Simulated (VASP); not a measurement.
# Ga8As3P5 (P1) in VASP: settings compared

Aim: see how the results for Ga8As3P5 move with the level of theory and the settings. Levels: PBEsol, PBE. Tasks: single point.

Everything below comes from runs of VASP 6.6.1. Logs are shortened: lines on timing, memory, paths and dates and some standing lists are left out, and cuts for length are marked.

## Step 1: The cell of the first run

The typed cell holds 16 atoms: a = 7.785 Å, b = 6.742 Å, c = 6.413 Å, α = 90.00°, β = 90.00°, γ = 90.00°.

## Step 2: Single point, PBEsol

Input file INCAR:

```
PREC = Accurate ; ENCUT = 520
EDIFF = 1E-6 ; ISMEAR = -1
SIGMA = 0.05 ; LREAL = Auto
LASPH = True ; NELM = 60
ALGO = Normal ; ISIF = 2
LWAVE = False ; LCHARG = False
GGA = PS ; NBANDS = 86
```

Input file KPOINTS:

```
Automatic mesh
0
Gamma
  2 2 2
  0.5 0.5 0.5
```

Input file POSCAR:

```
Ga8As3P5
1.0
    7.7850750000      0.0000000000      0.0000000000
   -0.0000010000      6.7420730000      0.0000000000
    0.0000000000      0.0000000000      6.4125900000
Ga As P
8 3 5
Direct
    0.0057580000      0.3293740000      0.9993220000
    0.4996150000      0.3358690000      0.0064520000
    0.2444900000      0.8332650000      0.0097170000
    0.7549940000      0.8372650000      0.9942450000
    0.2514730000      0.1620360000      0.4896970000
    0.9969640000      0.6694640000      0.4909780000
    0.7599290000      0.1614790000      0.5042450000
    0.5150640000      0.6689840000      0.5069680000
    0.0047080000      0.3422260000      0.3758900000
    0.0057660000      0.6645110000      0.8651870000
    0.7474960000      0.1738890000      0.8706190000
    0.4965340000      0.3339480000      0.3688020000
    0.2515440000      0.8245960000      0.3760340000
    0.7418730000      0.8361230000      0.3818670000
    0.2386570000      0.1606310000      0.8792210000
    0.4900660000      0.6691440000      0.8732820000
```

Potentials or basis: VASP PAW PBE potentials, release 64 (Ga_d, As, P).

Command:

```console
> cat potpaw_PBE.64/Ga_d/POTCAR potpaw_PBE.64/As/POTCAR potpaw_PBE.64/P/POTCAR > POTCAR
> mpirun -np 1 vasp_std > vasp.out
```

OUTCAR:

```text
PREC = Accurate
   ENCUT = 520
   EDIFF = 1E-6
   ISMEAR = -1
   LREAL = Auto
   LASPH = True
   NELM = 60
   ISIF = 2
   GGA = PS

 ion  position               nearest neighbor table
   1  0.006  0.329  0.999-  15 2.27  11 2.41   9 2.42  10 2.42
   2  0.500  0.336  0.006-  12 2.32  11 2.38  16 2.40  15 2.49
   3  0.244  0.833  0.010-  13 2.35  15 2.36  10 2.37  16 2.38
   4  0.755  0.837  0.994-  11 2.40  10 2.42  16 2.48  14 2.49
   5  0.251  0.162  0.490-  12 2.36   9 2.39  13 2.39  15 2.50
   6  0.997  0.669  0.491-   9 2.33  13 2.36  14 2.39  10 2.40
[... 8 lines left out ...]
  15  0.239  0.161  0.879-   1 2.27   3 2.36   2 2.49   5 2.50
  16  0.490  0.669  0.873-   8 2.36   3 2.38   2 2.40   4 2.48

  LATTYP: Found a simple orthorhombic cell.
 ALAT       =     6.4125900000
 B/A-ratio  =     1.0513806434
 C/A-ratio  =     1.2140297446

  Lattice vectors:

 A1 = (   0.0000000000,   0.0000000000,  -6.4125900000)
 A2 = (  -0.0000010000,   6.7420730000,   0.0000000000)
 A3 = (   7.7850750000,   0.0000000000,   0.0000000000)

Analysis of symmetry for initial positions (statically):
=====================================================================
 Subroutine PRICEL returns:
 Original cell was already a primitive cell.

 Routine SETGRP: Setting up the symmetry group for a
 simple orthorhombic supercell.

 Subroutine GETGRP returns: Found  1 space group operations
 (whereof  1 operations were pure point group operations)
 out of a pool of  8 trial point group operations.

The static configuration has the point symmetry C_1 .

Analysis of symmetry for dynamics (positions and initial velocities):
=====================================================================
 Subroutine PRICEL returns:
 Original cell was already a primitive cell.

 Routine SETGRP: Setting up the symmetry group for a
 simple orthorhombic supercell.

 Subroutine GETGRP returns: Found  1 space group operations
 (whereof  1 operations were pure point group operations)
 out of a pool of  8 trial point group operations.

The dynamic configuration has the point symmetry C_1 .

 Subroutine INISYM returns: Found  1 space group operations
 (whereof  1 operations are pure point group operations),
 and found     1 'primitive' translations

[... 104 lines left out ...]
   NSW    =      0    number of steps for IOM
   IBRION =     -1    ionic relax: 0-MD 1-quasi-New 2-CG
   NFREE  =      0    steps in history (QN), initial steepest desc. (CG)
   ISIF   =      2    stress and relaxation
   ISYM   =      2    0-nonsym 1-usesym 2-fastsym
   POTIM  = 0.5000    time-step for ionic-motion
   TEBEG  =    0.0;   TEEND  =   0.0 temperature during run
   PSTRESS=    0.0 pullay stress
   NELECT =     144.0000    total number of electrons
   NUPDOWN=      -1.0000    fix difference up-down
   EMIN   =  10.00;   EMAX   =-10.00  energy-range for DOS
   EFERMI =   0.00;   METHOD = LEGACY
   ISMEAR =    -1;   SIGMA  =   0.05  broadening in eV -4-tet -1-fermi 0-gaus
   EFERMI_NEDOS =   21; number of points for ismear=-14 and -15
   IALGO  =     38    algorithm
   IMIX   =      4    mixing-type and parameters
     AMIX     =   0.40;   BMIX     =  1.00
     AMIX_MAG =   1.60;   BMIX_MAG =  1.00
  volume/ion in A,a.u.               =      21.04       141.96
  Fermi-wavevector in a.u.,A,eV,Ry     =   1.233576  2.331120 20.704103  1.521709
  Thomas-Fermi vector in A             =   2.368300
   LORBIT       =      0    0 simple, 1 ext, 2 COOP (PROOUT), +10 PAW based schemes
   GGA     = PS    functional components
   LHFCALC =     F    Hartree Fock is set to
   AEXX    =    0.0000 exact exchange contribution
   IVDW    =     0    specifies the selected vdW correction
   LEPSILON=     F    determine dielectric tensor
   LRPA    =     F    only Hartree local field effects (RPA)
 non-spin polarized calculation
  energy-cutoff  :      520.00
  volume of cell :      336.58
 maximum number of plane-waves:      9076
 NGX is ok and might be reduce to    60
   NGX = 29   NGY = 25   NGZ = 23

 number of electron     144.0000016 magnetization

 Free energy of the ion-electron system (eV)
  ---------------------------------------------------
  ext. energy  EPLUGINS =         0.00000000
  ---------------------------------------------------
  free energy    TOTEN  =       -76.18980346 eV

  energy without entropy =      -76.18980346  energy(sigma->0) =      -76.18980346

 E-fermi :   4.8251     XC(G=0):  -9.9390

 val. band max:        3.7505066751   @ k =   0.2500  -0.2500  -0.2500
 cond. band min:       5.8582206376   @ k =  -0.2500  -0.2500   0.2500
 fundamental gap:      2.1077139625
 Fermi energy:         4.8250929883

 k-point     1 :       0.2500    0.2500    0.2500
  band No.  band energies     occupation
      1     -10.5698      2.00000
      2     -10.5391      2.00000
      3     -10.5169      2.00000
      4     -10.4999      2.00000
      5     -10.4592      2.00000
      6     -10.4341      2.00000
[... 337 lines left out ...]
     83       8.1960      0.00000
     84       8.3047      0.00000
 [bands above 84 left out]

------------------------ aborting loop because EDIFF is reached ----------------------------------------

  FORCE on cell =-STRESS in cart. coord.  units (eV):
  Direction    XX          YY          ZZ          XY          YZ          ZX
  --------------------------------------------------------------------------------------
  -------------------------------------------------------------------------------------
  Total       -1.0631311      1.8930113      1.7421210      0.0387282      0.3960332     -1.7047884
  in kB       -5.0606663      9.0110225      8.2927616      0.1843523      1.8851783     -8.1150527
  external PRESSURE =       4.0810393 kB  Pullay stress =       0.0000000 kB

 VOLUME and BASIS-vectors are now :
 -----------------------------------------------------------------------------
  energy-cutoff  :      520.00
  volume of cell :      336.58
      direct lattice vectors                 reciprocal lattice vectors
     7.785075000  0.000000000  0.000000000     0.128450914  0.000000019  0.000000000
    -0.000001000  6.742073000  0.000000000     0.000000000  0.148322334  0.000000000
     0.000000000  0.000000000  6.412590000     0.000000000  0.000000000  0.155943230

 POSITION                                       TOTAL-FORCE (eV/Angst)
 -----------------------------------------------------------------------------------
      0.04483      2.22066      6.40824        -0.227638      0.160642     -0.015319
      3.88954      2.26445      0.04137        -1.056660      0.218167     -0.429421
      1.90337      5.61793      0.06231         0.631678      0.314262     -0.075404
      5.87768      5.64490      6.37569        -0.874695     -0.609547      0.489509
      1.95774      1.09246      3.14023         0.406156     -0.312636      0.778423
      7.76144      4.51358      3.14844        -0.033405      1.050555     -0.016431
[... 8 lines left out ...]
      1.85796      1.08299      5.63808         1.248894      0.049483     -0.623069
      3.81520      4.51142      5.60000         0.657150      0.040008      0.426525
 -----------------------------------------------------------------------------------
    total drift:                                0.006698      0.006648     -0.007260

  FREE ENERGIE OF THE ION-ELECTRON SYSTEM (eV)
  ---------------------------------------------------
  free  energy   TOTEN  =       -76.1898034624 eV

  energy  without entropy=      -76.1898034607  energy(sigma->0) =      -76.18980346
```

OSZICAR:

```text
N       E                     dE             d eps       ncg     rms          rms(c)
DAV:   1     0.161106390027E+04    0.16111E+04   -0.61240E+04   740   0.246E+03
DAV:   2     0.298636864352E+03   -0.13124E+04   -0.12630E+04   688   0.720E+02
DAV:   3    -0.458741618388E+02   -0.34451E+03   -0.32332E+03   872   0.229E+02
DAV:   4    -0.759986345315E+02   -0.30124E+02   -0.29555E+02   784   0.663E+01
DAV:   5    -0.782312830074E+02   -0.22326E+01   -0.22229E+01  1016   0.187E+01    0.106E+01
DAV:   6    -0.764548652045E+02    0.17764E+01   -0.36025E+00  1024   0.168E+01    0.606E+00
DAV:   7    -0.761976191719E+02    0.25725E+00   -0.16464E+00   816   0.674E+00    0.220E+00
DAV:   8    -0.761824627546E+02    0.15156E-01   -0.31316E-01   832   0.877E+00    0.487E-01
DAV:   9    -0.761877970011E+02   -0.53342E-02   -0.74115E-02   848   0.308E+00    0.189E-01
DAV:  10    -0.761890359291E+02   -0.12389E-02   -0.21770E-02   960   0.126E+00    0.110E-01
DAV:  11    -0.761895448234E+02   -0.50889E-03   -0.41997E-03   832   0.868E-01    0.541E-02
DAV:  12    -0.761897043008E+02   -0.15948E-03   -0.13925E-03   816   0.512E-01    0.254E-02
DAV:  13    -0.761897830585E+02   -0.78758E-04   -0.67766E-04   928   0.213E-01    0.166E-02
DAV:  14    -0.761897952843E+02   -0.12226E-04   -0.13162E-04   800   0.171E-01    0.622E-03
DAV:  15    -0.761898029024E+02   -0.76182E-05   -0.66592E-05   976   0.578E-02    0.309E-03
DAV:  16    -0.761898034624E+02   -0.55995E-06   -0.41308E-06   656   0.241E-02
   1 F= -.76189803E+02 E0= -.76189803E+02  d E =-.164658E-08
```

stdout:

```text
POSCAR found type information on POSCAR GaAsP
 POSCAR found :  3 types and      16 ions
 scaLAPACK will be used
 -----------------------------------------------------------------------------
|                                                                             |
|                                                                             |
|     You enforced a specific xc type in the INCAR file but a different       |
|     I HOPE YOU KNOW WHAT YOU ARE DOING!                                     |
|                                                                             |
 -----------------------------------------------------------------------------

 LDA part: xc-table for (Slater+PW92), standard interpolation
 POSCAR, INCAR and KPOINTS ok, starting setup
 FFT: planning ... GRIDC
 FFT: planning ... GRID_SOFT
 FFT: planning ... GRID
 WAVECAR not read
 entering main loop
```

Run time: 78 s. Hardware: 1 thread of Intel Xeon 6975P-C (Granite Rapids), shared host; peak memory 0.38 GiB.

Results:

- Free energy: -76.1898 eV
- Pressure: 0.4 GPa
- Largest force: 1.600 eV/Å
- Band gap on the k mesh: 2.11 eV, indirect (least direct gap 2.13 eV)

Forces in eV/Å, atoms in the order of the input:
```
Ga  -0.228  0.161 -0.015
Ga  -1.057  0.218 -0.429
Ga   0.632  0.314 -0.075
Ga  -0.875 -0.610  0.490
Ga   0.406 -0.313  0.778
Ga  -0.033  1.051 -0.016
Ga  -0.975  0.405 -0.907
Ga  -1.423 -0.703  0.049
As  -0.275 -0.823 -0.431
As  -0.437 -0.094  0.338
As   0.163 -0.124  0.551
P    0.753 -0.027  0.802
P    0.250  0.290  0.118
P    1.193  0.165 -1.054
P    1.249  0.049 -0.623
P    0.657  0.040  0.427
```

Levels at points of the mesh, in eV from the valence-band top:
| k point | band 70 | band 71 | band 72 | band 73 | band 74 | band 75 |
| --- | --- | --- | --- | --- | --- | --- |
| (0.25, 0.25, 0.25) | -0.73 | -0.37 | -0.03 | 2.27 | 2.59 | 2.91 |

Caveat: the PAW data sets were made with another functional, which shifts forces and pressure a little. PBEsol gaps usually lie below the measured ones, often by a third to a half.

## Step 3: Single point, PBEsol

Input file INCAR:

```
SYSTEM = Ga8As3P5
PREC     = Accurate       ! precision mode
ENCUT    = 520            ! plane-wave cutoff, eV
EDIFF    = 1E-6           ! SCF threshold, eV
ISMEAR   = -1             ! smearing method
SIGMA    = 0.05           ! smearing width, eV
LREAL    = Auto         
LASPH    = .True.         ! aspherical terms in the spheres
NELM     = 80             ! most SCF steps
ALGO     = Normal         ! electronic algorithm
ISIF     = 2              ! what is computed and relaxed
LWAVE    = .False.        ! write WAVECAR
LCHARG   = .False.        ! write CHGCAR
GGA      = PS             ! functional
NELECT   = 138.0        
NBANDS   = 86             ! bands
```

KPOINTS is that of step 2.

POSCAR is that of step 2.

Potentials or basis: VASP PAW PBE potentials, release 64 (Ga_d, As, P).

Command:

```console
> cat potpaw_PBE.64/Ga_d/POTCAR potpaw_PBE.64/As/POTCAR potpaw_PBE.64/P/POTCAR > POTCAR
> mpirun -np 1 vasp_std > vasp.out
```

Run time: 83 s. Hardware: 1 thread of Intel Xeon 6975P-C (Granite Rapids), shared host; peak memory 0.39 GiB.

Results (log left out):

```yaml
Free_energy: -96.1106 eV
Largest_force: 1.231 eV/Å
```

Forces on the atoms (eV/Å):
```
Ga  -0.057 -0.001  0.131
Ga  -0.825  0.357 -0.071
Ga   0.752  0.348  0.408
Ga  -0.698 -0.497  0.664
Ga   0.656 -0.476  0.657
Ga  -0.120  0.999 -0.148
Ga  -0.792  0.039 -0.714
Ga  -1.002 -0.555  0.123
As  -0.235 -0.454 -0.328
As  -0.430 -0.037 -0.095
As  -0.003  0.042  0.161
P    0.341  0.003  0.436
P    0.255  0.117  0.049
P    0.871  0.205 -0.845
P    0.942 -0.032 -0.583
P    0.345 -0.058  0.153
```

Levels at points of the mesh, in eV from the Fermi level:
```csv
k point,band 65,band 66,band 67,band 68,band 69,band 70,band 71,band 72,band 73,band 74
"(0.25, 0.25, 0.25)",-0.56,-0.51,-0.24,-0.18,-0.08,0.07,0.42,0.73,3.38,3.66
```

Caveat: the cell carries a net charge on a neutralising background, which shifts energy and pressure; the cell is charged against a uniform background, so pressure and absolute levels hang on convention; the PAW data sets were made with another functional, which shifts forces and pressure a little.

## Step 4: Single point, PBE

Input file INCAR:

```
SYSTEM = Ga8As3P5
  ALGO = Normal
  EDIFF = 1E-6
  ENCUT = 520
  GGA = PE
  ISIF = 2
  ISMEAR = -1
  LASPH = .TRUE.
  LCHARG = .FALSE.
  LREAL = Auto
  LWAVE = .FALSE.
  NBANDS = 86
  NELM = 80
  PREC = Accurate
  SIGMA = 0.05
```

KPOINTS is that of step 3.

POSCAR is that of step 3.

Command:

```console
> cat potpaw_PBE.64/Ga_d/POTCAR potpaw_PBE.64/As/POTCAR potpaw_PBE.64/P/POTCAR > POTCAR
> mpirun -np 1 vasp_std > vasp.out
```

Wall time 1.7 min (1 thread of Intel Xeon 6975P-C (Granite Rapids), shared host); peak memory 0.38 GiB.

It converged, with:

```
Free energy            : -69.5686 eV
Pressure               : 3.6 GPa
Largest force          : 1.643 eV/Å
Band gap on the k mesh : 2.18 eV, indirect (least direct gap 2.21 eV)
```

Forces on the atoms (eV/Å):
```
Ga  -0.216  0.155 -0.014
Ga  -1.104  0.233 -0.432
Ga   0.669  0.338 -0.055
Ga  -0.913 -0.639  0.524
Ga   0.441 -0.340  0.813
Ga  -0.039  1.109 -0.034
Ga  -1.016  0.405 -0.950
Ga  -1.454 -0.726  0.054
As  -0.285 -0.840 -0.446
As  -0.452 -0.102  0.334
As   0.152 -0.120  0.565
P    0.776 -0.027  0.826
P    0.264  0.290  0.128
P    1.213  0.172 -1.095
P    1.291  0.051 -0.653
P    0.673  0.043  0.436
```

Stress tensor (GPa, compression positive):
```
 2.67  0.02 -0.86
 0.02  4.07  0.20
-0.86  0.20  4.02
```

Levels at points of the mesh, in eV from the valence-band top:
```
           k point  band 70  band 71  band 72  band 73  band 74  band 75
(0.25, 0.25, 0.25)    -0.73    -0.37    -0.03     2.35     2.66     2.97
```

Caveat: forces of over 1 eV/Å act on the atoms, so gaps and moduli don't describe the material at rest. PBE gaps usually lie below the measured ones, often by a third to a half.
